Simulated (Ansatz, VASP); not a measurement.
**SiC3 in VASP and in Ansatz**

```
CELL_PARAMETERS angstrom
1.41543 0.81720 4.67007
-1.41543 0.81720 4.67007
0.00000 -1.63440 4.67007
ATOMIC_POSITIONS crystal
C 0.00824 0.00824 0.00824
C 0.48896 0.48896 0.48896
C 0.37917 0.37917 0.37917
Si 0.87363 0.87363 0.87363
```

Alike in both runs: task single point; functional r2SCAN; k mesh 8 × 8 × 8; no spin polarisation.

|  | VASP | Ansatz |
| --- | --- | --- |
| version | VASP 6.6.1 | Ansatz 0.2.0 |
| potentials or method | VASP PAW PBE potentials, release 64 (C, Si) | plane waves, PAW |
| plane-wave cutoff (eV) | 520 | 500 |
| occupations | gaussian, width 0.01 eV | fixed |
| valence electrons in the cell | 16 | 16 |

```csv
,VASP,Ansatz,Ansatz less VASP
gap on the k mesh at the Fermi level (eV),1.90,1.90,-0.007
```

VASP's potentials were made for PBE, not for r2SCAN.
